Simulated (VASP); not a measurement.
A run of VASP 6.6.1 is set up as follows.

File INCAR:

```
ALGO = Normal ; EDIFF = 1E-6
ENCUT = 520 ; GGA = PE
ISIF = 2 ; ISMEAR = 0
LASPH = T ; LCHARG = F
LREAL = F ; LWAVE = F
NBANDS = 33 ; NELM = 100
PREC = Accurate ; SIGMA = 0.2
```

Contents of KPOINTS:

```
k-points
0
Gamma
  5 5 1
```

File POSCAR:

```
Si3As2
1.0
    3.7823120384      0.0000000000      0.0000000000
   -1.8911560192      3.2755783103      0.0000000000
    0.0000000000      0.0000000000     18.7323467127
Si As
6 4
Direct
    0.0000000000      0.0000000000      0.0631328686
    0.3333333333      0.6666666667      0.1063922593
    0.3333333333      0.6666666667      0.2318395200
    0.0000000000      0.0000000000      0.9368671314
    0.6666666667      0.3333333333      0.8936077407
    0.6666666667      0.3333333333      0.7681604800
    0.3333333333      0.6666666667      0.7113136052
    0.6666666667      0.3333333333      0.2886863948
    0.3333333333      0.6666666667      0.4644069530
    0.6666666667      0.3333333333      0.5355930470
```

Potentials or basis: VASP PAW PBE potentials, release 64 (Si, As).

Launch:

```sh
$ cat potpaw_PBE.64/Si/POTCAR potpaw_PBE.64/As/POTCAR > POTCAR
$ mpirun -np 1 vasp_std > vasp.out
```

Problem. What does it give for the pressure?

Solution. 0.1 GPa.

Problem. What does it give for the largest force?

Solution. 0.053 eV/Å.

Stress tensor (GPa, compression positive):
```
0.11 0.00 0.00
0.00 0.11 0.00
0.00 0.00 0.19
```

Caveat: the k points lie up to 0.38 Å⁻¹ apart; this functional lacks dispersion, which binds the layers, so the pressure and a relaxed spacing across them are unreliable.
